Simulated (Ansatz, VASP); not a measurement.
Two plane-wave programs on MgS

Contents of POSCAR:

```
MgS
1.0
    2.5621183234      2.5621183234      0.0000000000
   -2.5621183234      2.5621183234      0.0000000000
    0.0000000000      2.5621183234      2.5621183234
Mg S
1 1
Direct
    0.0000000000      0.0000000000      0.0000000000
    0.5000000000      0.5000000000      0.0000000000
```

Contents of INCAR.step1:

```
SYSTEM = MgS
ALGO = Normal
EDIFF = 1E-4
ENCUT = 520
GGA = PE
ISMEAR = 0
LASPH = .True.
LCHARG = .False.
LREAL = .False.
LWAVE = .True.
NBANDS = 11
NELM = 80
PREC = Accurate
SIGMA = 0.01
```

Contents of INCAR.step2:

```
SYSTEM = MgS
ALGO = Normal
EDIFF = 1E-7
ENCUT = 520
ISIF = 2
ISMEAR = 0
ISTART = 1
LASPH = .True.
LCHARG = .False.
LMIXTAU = .True.
LREAL = .False.
LWAVE = .False.
METAGGA = R2SCAN
NBANDS = 11
NELM = 80
PREC = Accurate
SIGMA = 0.01
```

KPOINTS

```
k-points
0
Gamma
  8 8 8
  0 0 0
```

Input for Ansatz:

```yaml
crystal:
  lattice:
    - [2.56211832339, 2.56211832339, 0.0]
    - [-2.56211832339, 2.56211832339, 0.0]
    - [0.0, 2.56211832339, 2.56211832339]
  atoms:
    - { symbol: Mg, position: [0.0, 0.0, 0.0] }
    - { symbol: S, position: [0.5, 0.5, 0.0] }
kpoints:
  mp_grid: { grid: [8, 8, 8] }
scf:
  occupations: { method: fixed }
  convergence: { dr2_threshold: 1.0e-10 }
hamiltonian:
  xc: r2scan
  pseudopotentials: { kind: paw }
output:
  forces: true
  stress: true
  eigenstates:
    kpoints:
      - [0.0, 0.0, 0.0]
      - [-0.5, 0.5, 0.0]
      - [-0.5, -0.5, -0.5]
      - [0.0, 0.0, -0.5]
      - [0.0, -0.5, -0.5]
      - [0.0, 0.5, 0.0]
      - [-0.5, 0.0, 0.0]
      - [-0.5, 0.0, -0.5]
  eigenvalues: true
```

Alike in both runs: task single point; functional r2SCAN; k mesh 8 × 8 × 8; no spin polarisation.

```csv
,VASP,Ansatz
version,VASP 6.6.1,Ansatz 0.2.0
potentials or method,"VASP PAW PBE potentials, release 64 (Mg, S)","PAW with Ansatz's default frozen-core files, scalar-relativistic"
plane-wave cutoff (eV),520,500
occupations,"gaussian, width 0.01 eV",fixed
valence electrons in the cell,8,16
```

VASP gave:

```
gap on the k mesh at the Fermi level (eV) : 3.53
pressure (GPa)                            : 3.5
```

Q: Which values does Ansatz return?

A: gap on the k mesh at the Fermi level (eV): 3.56; pressure (GPa): 4.0.

VASP's potentials were made for PBE, not for r2SCAN. VASP's potentials hold 8 valence electrons a cell and Ansatz's 16, so a difference there can come from the potentials and not from the codes.
